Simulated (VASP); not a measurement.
Here is a VASP 6.6.1 calculation.

File INCAR:

```
SYSTEM = GeCl2
ALGO     = Normal         ! electronic algorithm
EDIFF    = 1E-7           ! SCF threshold, eV
EDIFFG   = -0.005         ! ionic threshold
ENCUT    = 600            ! plane-wave cutoff, eV
GGA      = PE             ! functional
IBRION   = 2              ! ionic algorithm
ISIF     = 3              ! what is computed and relaxed
ISMEAR   = -1             ! smearing method
LASPH    = .True.         ! aspherical terms in the spheres
LCHARG   = .False.        ! write CHGCAR
LREAL    = .False.        ! projectors in reciprocal space
LWAVE    = .False.        ! write WAVECAR
NELM     = 80             ! most SCF steps
NSW      = 100            ! ionic steps
PREC     = Accurate       ! precision mode
SIGMA    = 0.08           ! smearing width, eV
```

The input KPOINTS:

```
k-points
0
Gamma
  13 13 7
  0 0 0
```

File POSCAR:

```
GeCl2
1.0
    3.1576117098      0.0000000000      0.0000000000
   -1.5788058549      2.7345719560      0.0000000000
    0.0000000000      0.0000000000      5.0521787357
Ge Cl
1 2
Direct
    0.0000000000      0.0000000000      0.0000000000
    0.3333333333      0.6666666667      0.2500000000
    0.6666666667      0.3333333333      0.7500000000
```

Potentials or basis: VASP PAW PBE potentials, release 64 (Ge_d, Cl).

Run with:

```console
$ cat potpaw_PBE.64/Ge_d/POTCAR potpaw_PBE.64/Cl/POTCAR > POTCAR
$ mpirun -np 1 vasp_std > vasp.out
```

(1) Estimate the space group after relaxing (to 0.1 Å).

(2) Estimate the relaxed cell.

(3) Estimate the band gap on the k mesh.

(4) What does it give for the relaxed volume?

Results:

(1) P-3m1 (No. 164).

(2) a = 3.934 Å, b = 3.934 Å, c = 6.676 Å, α = 90.00°, β = 90.00°, γ = 120.00°.

(3) 2.55 eV (least direct gap 3.02 eV).

(4) 29.82 Å³/atom.

Caveat: the volume moved by over 15 % at a fixed basis, so the end points are rough; this functional lacks dispersion, which binds layers or chains, so the pressure and a relaxed spacing across them are unreliable.
